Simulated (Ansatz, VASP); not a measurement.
## Two plane-wave programs on SiC3

File INCAR:

```
SYSTEM = SiC3
PREC = Accurate
ENCUT = 600
EDIFF = 1E-6
ISMEAR = 0
SIGMA = 0.1
LREAL = .False.
LASPH = .True.
NELM = 200
ALGO = Normal
ISIF = 2
LWAVE = .False.
LCHARG = .False.
ISPIN = 2
MAGMOM = 0 1 1 1
LORBIT = 11
GGA = PE
NBANDS = 20
GGA_COMPAT = .False.
```

File KPOINTS:

```
Automatic mesh
0
Gamma
  6 6 2
  0 0 0
```

Contents of POSCAR:

```
SiC3
1.0
    2.7493746200      0.0000000000      0.0000000000
   -1.3746873100      2.3810282600      0.0000000000
    0.0000000000      0.0000000000      8.1936479900
Si C
1 3
Direct
    0.6666666700      0.3333333300      0.5000000000
    0.3333333300      0.6666666700      0.0000000000
    0.3333333300      0.6666666700      0.5000000000
    0.6666666700      0.3333333300      0.0000000000
```

Input for Ansatz:

```yaml
crystal:
  lattice:
    - [2.74937462, 0.0, 0.0]
    - [-1.37468731, 2.38102826, 0.0]
    - [0.0, 0.0, 8.19364799]
  atoms:
    - { symbol: Si, position: [0.66666667, 0.33333333, 0.5] }
    - { symbol: C, position: [0.33333333, 0.66666667, 0.0], spin: 1.0 }
    - { symbol: C, position: [0.33333333, 0.66666667, 0.5], spin: 1.0 }
    - { symbol: C, position: [0.66666667, 0.33333333, 0.0], spin: 1.0 }
basis:
  ecutwfc: 420
kpoints:
  mp_grid: { grid: [6, 6, 2] }
hamiltonian:
  xc: pbe
scf:
  occupations: { method: gaussian, width: 0.1 }
  lower_state_search: "off"
output:
  forces: true
  stress: true
  eigenvalues: true
  populations: true
magnetization:
  spin_polarized: true
```

Alike in both runs: task single point; functional PBE; k mesh 6 × 6 × 2; occupations gaussian, width 0.1 eV; collinear spin.

```csv
,VASP,Ansatz
version,VASP 6.6.1,Ansatz 0.2.0
potentials or method,"VASP PAW PBE potentials, release 64 (Si, C), cutoff 600 eV","scalar-relativistic, plane waves, PAW"
valence electrons in the cell,16,16
```

VASP gave:

- pressure (GPa): 16.4
- traceless stress, the component that is largest in VASP (GPa): -16.27
- net moment per atom (μB): 0.00
- size of the moment on the site where the two differ most (μB): 0.05

Q: Which values does Ansatz return?

A: Pressure (GPa): 16.7; traceless stress, the component that is largest in VASP (GPa): -16.32; net moment per atom (μB): 0.00; size of the moment on the site where the two differ most (μB): 0.04.

Site moments also hang on the region over which each program counts them. The functional is the same, so the differences come from potentials, cutoffs and numerics. Ansatz's warnings: seeded moment not kept.

The k mesh is coarse, so the values compare programs but aren't converged.
